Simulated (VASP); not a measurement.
MgBe2I6: relaxation of cell and atoms with PBE

MgBe2I6:

```
CELL_PARAMETERS angstrom
-3.57809 6.12293 -0.10174
-7.26755 -0.06430 0.02896
-3.64816 1.86687 8.07426
ATOMIC_POSITIONS crystal
Mg 0.94804 0.06199 0.00206
Be 0.73620 0.73326 0.79509
Be 0.23672 0.29665 0.19043
I 0.26175 0.93199 0.21597
I 0.58906 0.24029 0.22147
I 0.97216 0.58486 0.22508
I 0.77400 0.01089 0.78856
I 0.40197 0.75053 0.79616
I 0.08011 0.38953 0.76520
```

| Property | Result |
| --- | --- |
| Program | VASP 6.6.1 |
| Task | relaxation of cell and atoms |
| Functional | PBE |
| Potentials or basis | VASP PAW PBE potentials, release 64 (Mg, Be, I) |
| Cutoff | 600 eV |
| k mesh | 3 × 3 × 3 |
| Occupations | gaussian, width 0.1 eV |
| Spin | no spin polarisation |
| Dipole correction | no |
| Further INCAR settings | ALGO = Normal; EDIFF = 1e-06; IBRION = 2; EDIFFG = -0.025; NSW = 80; ISIF = 3 |

| Quantity | Value |
| --- | --- |
| Relaxed volume | 41.03 Å³/atom |
| Relaxed cell | a = 7.227 Å, b = 7.228 Å, c = 9.120 Å, α = 67.78°, β = 66.85°, γ = 59.98° |
| Space group after relaxing (to 0.1 Å) | P-1 (No. 2) |
| Energy gained by relaxing | 102.8 meV/atom |
| Ionic steps | 24 |
| Pressure after relaxing | 0.0 GPa |
| Largest force after relaxing | 0.025 eV/Å |
| Band gap on the k mesh | 3.30 eV (least direct gap 3.34 eV) |

Forces in eV/Å, atoms in the order of the input:
```
Mg  -0.002  0.015 -0.002
Be   0.016  0.011 -0.008
Be   0.018  0.012  0.006
I   -0.018 -0.009 -0.003
I   -0.008 -0.018 -0.003
I    0.016  0.002  0.004
I   -0.004 -0.019  0.000
I   -0.013  0.020 -0.009
I   -0.004 -0.014  0.015
```

Step by step:
```csv
step,energy change (eV),largest force (eV/Å),pressure (GPa),volume (Å³)
1,0.0000,3.5505,1.44,362.10
2,-0.5577,0.8170,-0.84,381.27
3,-0.5819,0.8257,-0.53,377.08
4,-0.7188,0.5788,-0.01,371.93
5,-0.7426,0.5438,0.38,368.83
6,-0.7883,0.4489,0.11,372.72
7,-0.8137,0.5876,-0.25,378.79
8,-0.8506,0.2996,-0.26,378.80
9,-0.8731,0.2818,-0.25,378.79
10,-0.8917,0.1761,-0.04,374.87
11,-0.9026,0.1969,0.32,368.45
12,-0.9141,0.1369,0.13,369.03
13,-0.9151,0.1298,0.05,369.27
14,-0.9178,0.0991,0.01,369.98
15,-0.9192,0.0823,-0.04,370.96
16,-0.9210,0.0490,0.00,370.78
17,-0.9213,0.0499,0.03,370.66
18,-0.9220,0.0416,-0.02,371.09
19,-0.9221,0.0441,-0.06,371.37
20,-0.9226,0.0409,-0.04,370.93
21,-0.9234,0.0633,0.01,369.66
22,-0.9240,0.0449,0.02,369.38
23,-0.9245,0.0315,0.03,368.87
24,-0.9249,0.0249,0.01,369.27
```

Final structure:
```
CELL_PARAMETERS angstrom
-3.61554 6.25716 -0.01187
-7.22778 0.00058 -0.07239
-3.53069 2.11592 8.13834
ATOMIC_POSITIONS crystal
Mg 0.99869 0.00139 0.00000
Be 0.73334 0.72681 0.80289
Be 0.26585 0.27416 0.19719
I 0.24279 0.95596 0.21762
I 0.58723 0.24813 0.22024
I 0.94731 0.59559 0.21929
I 0.75976 0.04364 0.78047
I 0.41226 0.74892 0.78289
I 0.05276 0.40541 0.77941
```

Levels at points of the mesh, in eV from the valence-band top:
```
           k point  band 22  band 23  band 24  band 25  band 26  band 27
(0.00, 0.00, 0.00)    -0.24    -0.02     0.00     3.37     3.81     4.34
```

Run time: 29 min on 1 thread of AMD EPYC 9R45 96-Core Processor (Zen 5), with other jobs on the host, peak memory 0.69 GiB.

Caveat: spin-orbit coupling is left out, which moves the levels of the heavy elements; an odd mesh through Γ misses points on the zone boundary, where band edges can lie.
